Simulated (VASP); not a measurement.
# Ba in VASP: a series of runs

The runs below take Ba through single point, with LDA, PBE-based screened hybrid with 25 % exact exchange.

Everything below comes from runs of VASP 6.6.1. Logs are shortened: lines on timing, memory, paths and dates and some standing lists are left out, and cuts for length are marked.

## 1. The cell of the first run

The structure is tetragonal, space group I4/mmm (No. 139). Conventional cell: a = 5.013 Å, b = 5.013 Å, c = 4.963 Å, α = 90.00°, β = 90.00°, γ = 90.00°. Within 5.7 Å of Ba (site symmetry 4/mmm) lie 14 Ba at 4.33 to 5.01 Å.

## 2. Single point, LDA, non-collinear spin, zero start, spin-orbit coupling (cell strained by -1.0% along z)

Contents of INCAR:

```
GGA = CA
LSORBIT = T
MAGMOM = 0 0 0
LORBIT = 11
ISMEAR = 0
SIGMA = 0.04
LWAVE = F
LCHARG = F
ISIF = 2
PREC = Accurate
LASPH = T
LREAL = F
ALGO = Normal
EDIFF = 1E-8
NELM = 200
GGA_COMPAT = F
ENCUT = 550
ADDGRID = F
```

Contents of KPOINTS:

```
Automatic mesh
0
Gamma
  15 15 15
  0 0 0
```

Contents of POSCAR:

```
Ba
1.0
   -2.5065000000      2.5065000000      2.4814350000
    2.5065000000     -2.5065000000      2.4814350000
    2.5065000000      2.5065000000     -2.4814350000
Ba
1
Direct
    0.0000000000      0.0000000000      0.0000000000
```

Potentials or basis: VASP PAW LDA potentials, release 64 (Ba_sv).

Launch:

```sh
$ cat potpaw_LDA.64/Ba_sv/POTCAR > POTCAR
$ mpirun -np 1 vasp_ncl > vasp.out
```

OUTCAR:

```text
GGA = CA
   LSORBIT = T
   LORBIT = 11
   ISMEAR = 0
   ISIF = 2
   PREC = Accurate
   LASPH = T
   LREAL = F
   EDIFF = 1E-8
   NELM = 200
   ENCUT = 550

 ion  position               nearest neighbor table
   1  0.000  0.000  0.000-

  LATTYP: Found a body centered tetragonal cell.
 ALAT       =     5.0130000000
 C/A-ratio  =     0.9900000000

  Lattice vectors:

 A1 = (  -2.5065000000,   2.5065000000,   2.4814350000)
 A2 = (   2.5065000000,  -2.5065000000,   2.4814350000)
 A3 = (   2.5065000000,   2.5065000000,  -2.4814350000)

Analysis of symmetry for initial positions (statically):
=====================================================================
 Subroutine PRICEL returns:
 Original cell was already a primitive cell.

 Routine SETGRP: Setting up the symmetry group for a
 body centered tetragonal supercell.

 Subroutine GETGRP returns: Found 16 space group operations
 (whereof 16 operations were pure point group operations)
 out of a pool of 16 trial point group operations.

The static configuration has the point symmetry D_4h.

Analysis of symmetry for dynamics (positions and initial velocities):
=====================================================================
 Subroutine PRICEL returns:
 Original cell was already a primitive cell.

 Routine SETGRP: Setting up the symmetry group for a
 body centered tetragonal supercell.

 Subroutine GETGRP returns: Found 16 space group operations
 (whereof 16 operations were pure point group operations)
 out of a pool of 16 trial point group operations.

The dynamic configuration has the point symmetry D_4h.

Analysis of structural, dynamic, and magnetic symmetry:
=====================================================================
 Subroutine PRICEL returns:
 Original cell was already a primitive cell.

 Routine SETGRP: Setting up the symmetry group for a
 body centered tetragonal supercell.

 Subroutine GETGRP returns: Found 16 space group operations
 (whereof 16 operations were pure point group operations)
 out of a pool of 16 trial point group operations.

The overall configuration has the point symmetry D_4h.

 Subroutine INISYM returns: Found 16 space group operations
 (whereof 16 operations are pure point group operations),
 and found     1 'primitive' translations

----------------------------------------------------------------------------------------

                                     Primitive cell

  volume of cell :      62.3589

[... 135 lines left out ...]

 Free energy of the ion-electron system (eV)
  ---------------------------------------------------
  ext. energy  EPLUGINS =         0.00000000
  ---------------------------------------------------
  free energy    TOTEN  =        -2.42560661 eV

  energy without entropy =       -2.42460535  energy(sigma->0) =       -2.42510598

 E-fermi :   1.4484     XC(G=0):  -7.6507

 val. band max:        1.4279924756   @ k =  -0.3333  -0.4667   0.2667
 cond. band min:       1.4530722073   @ k =   0.2667   0.2000   0.1333
 fundamental gap:      0.0250797318
 Fermi energy:         1.4483562768

 k-point     1 :       0.0000    0.0000    0.0000
  band No.  band energies     occupation
      1     -27.3474      1.00000
      2     -27.3474      1.00000
      3     -13.6959      1.00000
      4     -13.6959      1.00000
      5     -11.6550      1.00000
      6     -11.6550      1.00000
[... 481 lines left out ...]
      5     -11.9009      1.00000
      6     -11.9009      1.00000
[... 10 lines left out ...]
     17       4.8230      0.00000
     18       4.8231      0.00000

 [... further k-points ...]

------------------------ aborting loop because EDIFF is reached ----------------------------------------

  FORCE on cell =-STRESS in cart. coord.  units (eV):
  Direction    XX          YY          ZZ          XY          YZ          ZX
  --------------------------------------------------------------------------------------
  -------------------------------------------------------------------------------------
  Total       -0.4878482     -0.4878482     -0.4711832      0.0000000      0.0000000     -0.0000000
  in kB      -12.5342114    -12.5342114    -12.1060389      0.0000000      0.0000000     -0.0000000
  external PRESSURE =     -12.3914872 kB  Pullay stress =       0.0000000 kB

 VOLUME and BASIS-vectors are now :
 -----------------------------------------------------------------------------
  energy-cutoff  :      550.00
  volume of cell :       62.36
      direct lattice vectors                 reciprocal lattice vectors
    -2.506500000  2.506500000  2.481435000     0.000000000  0.199481348  0.201496312
     2.506500000 -2.506500000  2.481435000     0.199481348  0.000000000  0.201496312
     2.506500000  2.506500000 -2.481435000     0.199481348  0.199481348  0.000000000

 POSITION                                       TOTAL-FORCE (eV/Angst)
 -----------------------------------------------------------------------------------
      0.00000      0.00000      0.00000         0.000000      0.000000     -0.000000
 -----------------------------------------------------------------------------------
    total drift:                                0.000000      0.000000     -0.000000

  FREE ENERGIE OF THE ION-ELECTRON SYSTEM (eV)
  ---------------------------------------------------
  free  energy   TOTEN  =        -2.4256066084 eV

  energy  without entropy=       -2.4246053532  energy(sigma->0) =       -2.42510598

 Spin-Orbit-Coupling matrix elements

 Ion:    1  E_soc:     -0.4167000
 l=   1
     0.0000000    -0.0693021    -0.0693004
    -0.0693021     0.0000000    -0.0693021
    -0.0693004    -0.0693021     0.0000000
 l=   2
     0.0000000     0.0000090     0.0000000     0.0000090    -0.0001565
     0.0000090     0.0000000    -0.0001175     0.0000089    -0.0000405
     0.0000000    -0.0001175     0.0000000    -0.0001175     0.0000000
     0.0000090     0.0000089    -0.0001175     0.0000000    -0.0000405
    -0.0001565    -0.0000405     0.0000000    -0.0000405     0.0000000
 l=   3
     0.0000000     0.0000000     0.0000000     0.0000000     0.0000000     0.0000000     0.0000000
     0.0000000     0.0000000     0.0000000     0.0000000     0.0000000     0.0000000     0.0000000
     0.0000000     0.0000000     0.0000000     0.0000000     0.0000000     0.0000000     0.0000000
     0.0000000     0.0000000     0.0000000     0.0000000     0.0000000     0.0000000     0.0000000
     0.0000000     0.0000000     0.0000000     0.0000000     0.0000000     0.0000000     0.0000000
     0.0000000     0.0000000     0.0000000     0.0000000     0.0000000     0.0000000     0.0000000
     0.0000000     0.0000000     0.0000000     0.0000000     0.0000000     0.0000000     0.0000000

 total charge

# of ion       s       p       d       tot
------------------------------------------
    1        2.072   5.533   0.284   7.889

 magnetization (x)

# of ion       s       p       d       tot
------------------------------------------
    1       -0.000  -0.000  -0.000  -0.000

 magnetization (y)

# of ion       s       p       d       tot
------------------------------------------
    1        0.000   0.000   0.000   0.000

 magnetization (z)

# of ion       s       p       d       tot
------------------------------------------
    1        0.000   0.000   0.000   0.000
```

Run time: 11 min. Hardware: 1 thread of Intel Xeon Platinum 8259CL at 2.50GHz (Skylake/Cascade Lake), shared host; peak memory 0.65 GiB.

Results:

```yaml
Free_energy: -2.4256 eV
Pressure: -1.2 GPa
Net_moment: 0.00 μB per cell
Valence_electrons_inside_the_program's_atomic_spheres: Ba 7.89
```

Moments on the atoms (μB; x, y, z):
```
Ba  0.00 0.00 0.00
```

Caveat: the cell differs from its parent crystal (cell strained by -1.0% along z).

## 3. Single point, PBE-based screened hybrid with 25 % exact exchange, collinear spin, zero start

This run uses another cell than the first one, of 62.99 Å³/atom.

Contents of POSCAR:

```
Ba
1.0
   -2.5065000000      2.5065000000      2.5065000000
    2.5065000000     -2.5065000000      2.5065000000
    2.5065000000      2.5065000000     -2.5065000000
Ba
1
Direct
    0.0000000000      0.0000000000      0.0000000000
```

Contents of INCAR.step1:

```
ALGO = Normal
EDIFF = 1E-5
ENCUT = 520
GGA = PE
ISIF = 2
ISMEAR = 1
ISPIN = 2
LASPH = T
LORBIT = 11
LREAL = F
LWAVE = T
MAGMOM = 0
NBANDS = 15
NELM = 150
PREC = Accurate
SIGMA = 0.1
```

Contents of INCAR.step2:

```
AEXX = 0.25
ALGO = Normal
EDIFF = 1E-6
ENCUT = 520
GGA = PE
HFSCREEN = 0.3
ISIF = 2
ISMEAR = 1
ISPIN = 2
ISTART = 1
LASPH = T
LCHARG = T
LELF = T
LHFCALC = T
LORBIT = 11
LREAL = F
LVHAR = T
LWAVE = F
MAGMOM = 0
NBANDS = 15
NELM = 150
PREC = Accurate
PRECFOCK = Normal
SIGMA = 0.1
```

Contents of KPOINTS:

```
k-points
0
Gamma
  5 5 5
```

Potentials or basis: VASP PAW PBE potentials, release 64 (Ba_sv).

Launch:

```sh
$ cat potpaw_PBE.64/Ba_sv/POTCAR > POTCAR
$ cp INCAR.step1 INCAR
$ mpirun -np 1 vasp_std > vasp.out
$ cp INCAR.step2 INCAR
$ mpirun -np 1 vasp_std > vasp.out
```

It took 32 min on 1 thread of AMD EPYC 7R43 (Zen 3), shared host; peak memory 0.29 GiB.

Results (log left out):

```
Free energy                                           : -1.8323 eV
Pressure                                              : 0.3 GPa
Band gap on the k mesh                                : zero (filled and empty bands overlap)
Net moment                                            : 0.00 μB per cell
Valence electrons inside the program's atomic spheres : Ba 7.88
```

Levels at points of the mesh, in eV from the Fermi level:
Spin up:
```tsv
k point	band 3	band 4	band 5	band 6	band 7	band 8
(0.00, 0.00, 0.00)	-15.08	-15.08	-3.18	2.08	2.08	2.08
```
Spin down:
```tsv
k point	band 3	band 4	band 5	band 6	band 7	band 8
(0.00, 0.00, 0.00)	-15.08	-15.08	-3.19	2.08	2.08	2.08
```

Caveat: the PAW data sets were made with another functional, which shifts forces and pressure a little; spin-orbit coupling is left out, which moves the levels of the heavy elements.

The gap in the log of VASP goes by the Fermi energy; the results here count the filled bands.